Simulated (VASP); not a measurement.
Crystal: NdTl2P3.

```
CELL_PARAMETERS angstrom
4.89801 0.00000 0.00000
-2.44901 4.24181 0.00000
0.00000 0.00000 8.81367
ATOMIC_POSITIONS crystal
Nd 0.00000 0.00000 0.50000
Tl 0.00000 0.00000 0.85888
Tl 0.00000 0.00000 0.14112
P 0.59888 0.00000 0.50000
P 0.00000 0.59888 0.50000
P 0.40112 0.40112 0.50000
```

The cell was generated, and may not be a known phase.

```yaml
Program: VASP 6.6.1
Task: relaxation of cell and atoms
Functional: PBE
Potentials_or_basis: VASP PAW PBE potentials, release 64 (Nd_3, Tl_d, P), 4f in core
Cutoff: 500 eV
k_mesh: 4 × 4 × 2
Occupations: gaussian, width 0.2 eV
Spin: no spin polarisation
```

At the start: pressure 30.7 GPa; volume 30.52 Å³/atom.

Task: How do energy, volume and symmetry change on relaxing?

Result: Over 10 steps the energy falls by 2344.7 meV/atom and the volume is 41.60 Å³/atom (+36.3 %); space group P-62m (No. 189, to 0.1 Å) before, P6/mmm (No. 191, to 0.1 Å).

Step by step:
| step | energy change (eV) | largest force (eV/Å) | pressure (GPa) | volume (Å³) |
| --- | --- | --- | --- | --- |
| 1 | 0.0000 | 15.7860 | 30.68 | 183.12 |
| 2 | -10.1405 | 0.2916 | -3.92 | 378.55 |
| 3 | -13.6003 | 1.3749 | -2.02 | 268.05 |
| 4 | -13.6593 | 1.4579 | -1.64 | 263.60 |
| 5 | -13.7073 | 1.6748 | -0.59 | 252.90 |
| 6 | -13.7096 | 1.6423 | -0.76 | 254.43 |
| 7 | -14.0042 | 0.6293 | -0.27 | 249.73 |
| 8 | -14.0527 | 0.2143 | 0.26 | 246.55 |
| 9 | -14.0665 | 0.1075 | 0.00 | 248.63 |
| 10 | -14.0680 | 0.0570 | -0.11 | 249.58 |

Final structure:
```
CELL_PARAMETERS angstrom
5.54481 0.00000 0.00000
-2.77240 4.80195 0.00000
0.00000 0.00000 9.37376
ATOMIC_POSITIONS crystal
Nd 0.00000 0.00000 0.50000
Tl 0.00000 0.00000 0.83237
Tl 0.00000 0.00000 0.16763
P 0.49981 0.00000 0.50000
P 0.00000 0.49981 0.50000
P 0.50019 0.50019 0.50000
```

Caveat: the k points lie up to 0.34 Å⁻¹ apart in the final cell, too coarse for converged energies and pressures of a metal; the volume moved by over 15 % at a fixed basis, so the end points are rough; the relaxation stopped at a loose force limit of 0.08 eV/Å, so its end isn't a converged minimum.
